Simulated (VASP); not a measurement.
Input of a VASP 6.6.1 run:

The input INCAR:

```
SYSTEM = Tc
PREC = Accurate ; ENCUT = 520
EDIFF = 1E-6 ; ISMEAR = -1
SIGMA = 0.05 ; LREAL = .FALSE.
LASPH = .TRUE. ; NELM = 100
ALGO = Normal ; ISIF = 2
LWAVE = .FALSE. ; LCHARG = .FALSE.
GGA = PS ; NBANDS = 20
```

Contents of KPOINTS:

```
regular mesh
0
G
  11 11 6
  0 0 0
```

File POSCAR:

```
Tc
1.0
    2.7210935465      0.0000000000      0.0000000000
   -1.3605467732      2.3565361373      0.0000000000
    0.0000000000      0.0000000000      4.3667308426
Tc
2
Direct
    0.6666666667      0.3333333333      0.7500000000
    0.3333333333      0.6666666667      0.2500000000
```

Potentials or basis: VASP PAW PBE potentials, release 64 (Tc_pv).

Command:

```bash
$ cat potpaw_PBE.64/Tc_pv/POTCAR > POTCAR
$ mpirun -np 1 vasp_std > vasp.out
```

Question: What does it give for the pressure?

Answer: -0.7 GPa.

Question: Estimate the band gap on the k mesh.

Answer: Zero (bands 13 and 14 overlap by 3.22 eV).

Caveat: the PAW data sets were made with another functional, which shifts forces and pressure a little.
